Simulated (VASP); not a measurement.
# BeS (F-43m) in VASP: further runs, part 2 of 2

VASP 6.6.1. Earlier steps stand in the parts before.

### Step 3. Single point, PBE0

This run uses another cell than the first one, of 14.55 Å³/atom, 1.020 times its volume.

POSCAR reads:

```
BeS
1.0
    0.0000000000      2.4410600707      2.4410600707
    2.4410600707      0.0000000000      2.4410600707
    2.4410600707      2.4410600707      0.0000000000
S Be
1 1
Direct
    0.7500000000      0.7500000000      0.7500000000
    0.0000000000      0.0000000000      0.0000000000
```

INCAR.step1 reads:

```
PREC = Accurate
ENCUT = 520
EDIFF = 1E-5
ISMEAR = 0
SIGMA = 0.1
LREAL = False
LASPH = True
NELM = 80
ALGO = Normal
ISIF = 2
LWAVE = True
NBANDS = 11
GGA = PE
```

INCAR.step2 reads:

```
PREC = Accurate
ENCUT = 520
EDIFF = 1E-6
ISMEAR = 0
SIGMA = 0.1
LREAL = False
LASPH = True
NELM = 80
ALGO = Normal
ISIF = 2
LWAVE = False
LCHARG = True
GGA = PE
LHFCALC = True
AEXX = 0.25
PRECFOCK = Normal
LELF = True
LVHAR = True
NBANDS = 11
ISTART = 1
```

KPOINTS reads:

```
Automatic mesh
0
Gamma
  5 5 5
```

Potentials or basis: VASP PAW PBE potentials, release 64 (S, Be).

Launch:

```console
> cat potpaw_PBE.64/S/POTCAR potpaw_PBE.64/Be/POTCAR > POTCAR
> cp INCAR.step1 INCAR
> mpirun -np 1 vasp_std > vasp.out
> cp INCAR.step2 INCAR
> mpirun -np 1 vasp_std > vasp.out
```

OUTCAR:

```text
PREC = Accurate
   ENCUT = 520
   EDIFF = 1E-6
   ISMEAR = 0
   LREAL = False
   LASPH = True
   NELM = 80
   ISIF = 2
   GGA = PE
   LHFCALC = True
   AEXX = 0.25
   PRECFOCK = Normal
   ISTART = 1

 ion  position               nearest neighbor table
   1  0.750  0.750  0.750-   2 2.11   2 2.11   2 2.11   2 2.11
   2  0.000  0.000  0.000-   1 2.11   1 2.11   1 2.11   1 2.11

  LATTYP: Found a face centered cubic cell.
 ALAT       =     4.8821201414

  Lattice vectors:

 A1 = (   0.0000000000,   2.4410600707,   2.4410600707)
 A2 = (   2.4410600707,   0.0000000000,   2.4410600707)
 A3 = (   2.4410600707,   2.4410600707,   0.0000000000)

Analysis of symmetry for initial positions (statically):
=====================================================================
 Subroutine PRICEL returns:
 Original cell was already a primitive cell.

 Routine SETGRP: Setting up the symmetry group for a
 face centered cubic supercell.

 Subroutine GETGRP returns: Found 24 space group operations
 (whereof 24 operations were pure point group operations)
 out of a pool of 48 trial point group operations.

The static configuration has the point symmetry T_d .

Analysis of symmetry for dynamics (positions and initial velocities):
=====================================================================
 Subroutine PRICEL returns:
 Original cell was already a primitive cell.

 Routine SETGRP: Setting up the symmetry group for a
 face centered cubic supercell.

 Subroutine GETGRP returns: Found 24 space group operations
 (whereof 24 operations were pure point group operations)
 out of a pool of 48 trial point group operations.

The dynamic configuration has the point symmetry T_d .

 Subroutine INISYM returns: Found 24 space group operations
 (whereof 24 operations are pure point group operations),
 and found     1 'primitive' translations

[... 110 lines left out ...]
   NKREDZ  =     1    reduce k-point grid by
   AEXX    =    0.2500 exact exchange contribution
   HFSCREEN=    0.0000 screening length (either q_TF or 0.3 A-1)
   HFSCREENC=   0.0000 screening length for correlation (either q_TF or 0.3 A-1)
   ENCUTFOCK=  -1.0 apply spherical cutoff to Coloumb kernel
   IVDW    =     0    specifies the selected vdW correction
   LEPSILON=     F    determine dielectric tensor
   LRPA    =     F    only Hartree local field effects (RPA)
 non-spin polarized calculation
 Gauss-broadening in eV      SIGMA  =   0.10
  energy-cutoff  :      520.00
  volume of cell :       29.09
 maximum number of plane-waves:       797
 NGX is ok and might be reduce to    28
  NGX = 20; NGY = 20; NGZ = 20

 number of electron       7.9999999 magnetization

 Free energy of the ion-electron system (eV)
  ---------------------------------------------------
  ext. energy  EPLUGINS =         0.00000000
  ---------------------------------------------------
  free energy    TOTEN  =       -11.99116452 eV

  energy without entropy =      -11.99116452  energy(sigma->0) =      -11.99116452

 E-fermi :   3.3743     XC(G=0):  -7.6332

 val. band max:        2.9321681704   @ k =   0.0000   0.0000   0.0000
 cond. band min:       8.0787410555   @ k =   0.4000   0.4000   0.0000
 fundamental gap:      5.1465728850
 Fermi energy:         3.3742511422

 k-point     1 :       0.0000    0.0000    0.0000
  band No.  band energies     occupation
      1     -12.0587      2.00000
      2       2.9322      2.00000
      3       2.9322      2.00000
      4       2.9322      2.00000
      5      10.5644      0.00000
      6      10.5685      0.00000
      7      10.5685      0.00000
      8      10.5685      0.00000
      9      17.9452      0.00000
     10      17.9452      0.00000
     11      19.8028      0.00000
[... 113 lines left out ...]
 k-point    10 :      -0.4000    0.4000    0.2000
  band No.  band energies     occupation
      1      -9.8951      2.00000
      2      -2.0204      2.00000
      3      -0.8487      2.00000
      4       0.1867      2.00000
      5      10.8167      0.00000
      6      12.0987      0.00000
      7      13.0950      0.00000
      8      16.3500      0.00000
      9      17.2657      0.00000
     10      19.9199      0.00000
     11      22.6186      0.00000

------------------------ aborting loop because EDIFF is reached ----------------------------------------

  FORCE on cell =-STRESS in cart. coord.  units (eV):
  Direction    XX          YY          ZZ          XY          YZ          ZX
  --------------------------------------------------------------------------------------
  -------------------------------------------------------------------------------------
  Total       -0.3249568     -0.3249568     -0.3249568      0.0000000      0.0000000      0.0000000
  in kB      -17.8966127    -17.8966127    -17.8966127      0.0000000      0.0000000      0.0000000
  external PRESSURE =     -17.8966127 kB  Pullay stress =       0.0000000 kB

 VOLUME and BASIS-vectors are now :
 -----------------------------------------------------------------------------
  energy-cutoff  :      520.00
  volume of cell :       29.09
      direct lattice vectors                 reciprocal lattice vectors
     0.000000000  2.441060071  2.441060071    -0.204829044  0.204829044  0.204829044
     2.441060071  0.000000000  2.441060071     0.204829044 -0.204829044  0.204829044
     2.441060071  2.441060071  0.000000000     0.204829044  0.204829044 -0.204829044

 POSITION                                       TOTAL-FORCE (eV/Angst)
 -----------------------------------------------------------------------------------
      3.66159      3.66159      3.66159        -0.000000     -0.000000     -0.000000
      0.00000      0.00000      0.00000         0.000000      0.000000      0.000000
 -----------------------------------------------------------------------------------
    total drift:                                0.000000      0.000000      0.000000

  FREE ENERGIE OF THE ION-ELECTRON SYSTEM (eV)
  ---------------------------------------------------
  free  energy   TOTEN  =       -11.9911645189 eV

  energy  without entropy=      -11.9911645189  energy(sigma->0) =      -11.99116452
```

OSZICAR.step1:

```text
N       E                     dE             d eps       ncg     rms          rms(c)
DAV:   1     0.206327353431E+02    0.20633E+02   -0.39638E+03   220   0.624E+02
DAV:   2    -0.907368794708E+01   -0.29706E+02   -0.28186E+02   301   0.111E+02
DAV:   3    -0.101633454224E+02   -0.10897E+01   -0.10884E+01   282   0.229E+01
DAV:   4    -0.101690227741E+02   -0.56774E-02   -0.56765E-02   288   0.188E+00
DAV:   5    -0.101690541340E+02   -0.31360E-04   -0.31360E-04   268   0.125E-01    0.549E+00
DAV:   6    -0.100385711301E+02    0.13048E+00   -0.12166E-01   247   0.164E+00    0.376E+00
DAV:   7    -0.100008440666E+02    0.37727E-01   -0.11148E-01   269   0.175E+00    0.103E+00
DAV:   8    -0.100021477830E+02   -0.13037E-02   -0.67954E-03   291   0.413E-01    0.138E-01
DAV:   9    -0.100022433754E+02   -0.95592E-04   -0.50175E-04   271   0.140E-01    0.271E-02
DAV:  10    -0.100022935711E+02   -0.50196E-04   -0.79908E-05   256   0.513E-02    0.118E-02
DAV:  11    -0.100022991639E+02   -0.55928E-05   -0.17277E-05   269   0.217E-02
   1 F= -.10002299E+02 E0= -.10002299E+02  d E =-.173884E-12
```

Wall time 3.6 min (1 thread of Intel Xeon Platinum 8259CL at 2.50GHz (Skylake/Cascade Lake), shared host); peak memory 0.15 GiB.

What came out:

```
Free energy            : -11.9912 eV
Pressure               : -1.8 GPa
Band gap on the k mesh : 5.15 eV, indirect (least direct gap 7.63 eV)
```

Levels at points of the mesh, in eV from the valence-band top:
```
           k point  band 1  band 2  band 3  band 4  band 5  band 6  band 7  band 8  band 9
(0.00, 0.00, 0.00)  -14.99    0.00    0.00    0.00    7.63    7.64    7.64    7.64   15.01
```

Caveat: the k points lie up to 0.45 Å⁻¹ apart; the PAW data sets were made with another functional, which shifts forces and pressure a little.

### Step 4. Single point, PBE0

This run uses another cell than the first one, of 14.83 Å³/atom, 1.040 times its volume.

POSCAR reads:

```
BeS
1.0
    0.0000000000      2.4569115543      2.4569115543
    2.4569115543      0.0000000000      2.4569115543
    2.4569115543      2.4569115543      0.0000000000
S Be
1 1
Direct
    0.7500000000      0.7500000000      0.7500000000
    0.0000000000      0.0000000000      0.0000000000
```

Changes to INCAR.step1 since step 3:

```diff
@@ -7,3 +7,3 @@
 LASPH = True
-NELM = 80
+NELM = 60
 ALGO = Normal
@@ -11,2 +11,3 @@
 LWAVE = True
+LCHARG = False
 NBANDS = 11
```

INCAR.step2 reads:

```
PREC = Accurate
ENCUT = 520
EDIFF = 1E-7
ISMEAR = 0
SIGMA = 0.1
LREAL = False
LASPH = True
NELM = 60
ALGO = Normal
ISIF = 2
LWAVE = False
LCHARG = False
GGA = PE
LHFCALC = True
AEXX = 0.25
PRECFOCK = Normal
NBANDS = 11
ISTART = 1
```

KPOINTS reads:

```
regular mesh
0
Gamma
  5 5 5
```

Launch:

```console
> cat potpaw_PBE.64/S/POTCAR potpaw_PBE.64/Be/POTCAR > POTCAR
> cp INCAR.step1 INCAR
> mpirun -np 1 vasp_std > vasp.out
> cp INCAR.step2 INCAR
> mpirun -np 1 vasp_std > vasp.out
```

Wall time 3.8 min (1 thread of Intel Xeon Platinum 8259CL at 2.50GHz (Skylake/Cascade Lake), shared host); peak memory 0.15 GiB.

The run converged. Its results:

| Item | Value |
| --- | --- |
| Free energy | -11.9818 eV |
| Pressure | -3.5 GPa |
| Band gap on the k mesh | 5.18 eV, indirect (least direct gap 7.46 eV) |

Levels at points of the mesh, in eV from the valence-band top:
| k point | band 2 | band 3 | band 4 | band 5 | band 6 | band 7 |
| --- | --- | --- | --- | --- | --- | --- |
| (0.00, 0.00, 0.00) | 0.00 | 0.00 | 0.00 | 7.46 | 7.64 | 7.64 |

Caveat: the k points lie up to 0.44 Å⁻¹ apart; the PAW data sets were made with another functional, which shifts forces and pressure a little. A k mesh can miss the band edges.

### Step 5. Single point, PBE0

This run uses another cell than the first one, of 15.12 Å³/atom, 1.060 times its volume.

POSCAR reads:

```
BeS
1.0
    0.0000000000      2.4725610944      2.4725610944
    2.4725610944      0.0000000000      2.4725610944
    2.4725610944      2.4725610944      0.0000000000
S Be
1 1
Direct
    0.7500000000      0.7500000000      0.7500000000
    0.0000000000      0.0000000000      0.0000000000
```

INCAR.step1 reads:

```
SYSTEM = BeS
PREC = Accurate ; ENCUT = 520
EDIFF = 1E-5 ; ISMEAR = 0
SIGMA = 0.1 ; LREAL = .False.
LASPH = .True. ; NELM = 100
ALGO = Normal ; ISIF = 2
LWAVE = .True. ; LCHARG = .False.
NBANDS = 11 ; GGA = PE
```

INCAR.step2 reads:

```
SYSTEM = BeS
PREC = Accurate ; ENCUT = 520
EDIFF = 1E-6 ; ISMEAR = 0
SIGMA = 0.1 ; LREAL = .False.
LASPH = .True. ; NELM = 100
ALGO = Normal ; ISIF = 2
LWAVE = .False. ; LCHARG = .False.
GGA = PE ; LHFCALC = .True.
AEXX = 0.25 ; PRECFOCK = Normal
NBANDS = 11 ; ISTART = 1
```

KPOINTS reads:

```
regular mesh
0
Gamma
  5 5 5
  0 0 0
```

Launch:

```console
> cat potpaw_PBE.64/S/POTCAR potpaw_PBE.64/Be/POTCAR > POTCAR
> cp INCAR.step1 INCAR
> mpirun -np 1 vasp_std > vasp.out
> cp INCAR.step2 INCAR
> mpirun -np 1 vasp_std > vasp.out
```

Run time: 3 min. Hardware: 1 thread of Intel Xeon Platinum 8259CL at 2.50GHz (Skylake/Cascade Lake), shared host; peak memory 0.16 GiB.

It converged, with:

```
Free energy            : -11.9665 eV
Pressure               : -5.1 GPa
Band gap on the k mesh : 5.21 eV, indirect (least direct gap 7.30 eV)
```

Levels at points of the mesh, in eV from the valence-band top:
| k point | band 1 | band 2 | band 3 | band 4 | band 5 | band 6 | band 7 | band 8 |
| --- | --- | --- | --- | --- | --- | --- | --- | --- |
| (0.00, 0.00, 0.00) | -14.73 | 0.00 | 0.00 | 0.00 | 7.30 | 7.64 | 7.64 | 7.64 |

Caveat: the k points lie up to 0.44 Å⁻¹ apart; the PAW data sets were made with another functional, which shifts forces and pressure a little.

### Step 6. Overview

```csv
cell,gap on the mesh (eV),pressure (GPa)
"a = 3.429 Å, angles 60.0°, 2 atoms",5.11,0.1
"a = 3.452 Å, angles 60.0°, 2 atoms",5.15,-1.8
"a = 3.475 Å, angles 60.0°, 2 atoms",5.18,-3.5
"a = 3.497 Å, angles 60.0°, 2 atoms",5.21,-5.1
```

Alike in all rows: task single point; level PBE0; potentials or basis VASP PAW PBE potentials, release 64 (S, Be); no spin polarisation; k mesh 5 × 5 × 5; cutoff (eV) 520; smearing gaussian 0.1 eV.

Caveats: all runs use coarse meshes; the PAW data sets were made with another functional, which shifts forces and pressure a little.

Total energies depend on the potentials used, so only differences within one code and one set of settings carry meaning.
